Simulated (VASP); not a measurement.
Runs of VASP 6.6.1 on InO. The structure is that of space group P-6m2 (No. 187), or close to it. The cells are those of the table. 

| cell | gap on the mesh (eV) | largest force (eV/Å) |
| --- | --- | --- |
| a = 3.315, b = 3.315, c = 14.607 Å, angles 90.0, 90.0, 120.0°, 4 atoms | 1.08 | 1.25 |
| a = 3.177, b = 3.177, c = 16.512 Å, angles 90.0, 90.0, 120.0°, 4 atoms | (b) | 2.09 |
| a = 3.177, b = 3.177, c = 15.877 Å, angles 90.0, 90.0, 120.0°, 4 atoms | (c) | 2.01 |
| a = 3.177, b = 3.177, c = 14.607 Å, angles 90.0, 90.0, 120.0°, 4 atoms | 1.10 | 2.74 |
| a = 3.177, b = 3.177, c = 15.242 Å, angles 90.0, 90.0, 120.0°, 4 atoms | (a) | 2.29 |

Alike in all rows: task single point; level r2SCAN; potentials or basis VASP PAW PBE potentials, release 64 (In_d, O); no spin polarisation; k mesh 12 × 12 × 2; cutoff (eV) 520; smearing gaussian 0.05 eV.

Question: Fill in the values left out.

Answer: (a) 0.85; (b) 0.27; (c) 0.57.

Caveats: the PAW data sets were made with another functional, which shifts forces and pressure a little; spin-orbit coupling is left out, which moves the levels of the heavy elements.

A k mesh can miss the band edges, and the runs leave out spin-orbit coupling on In.
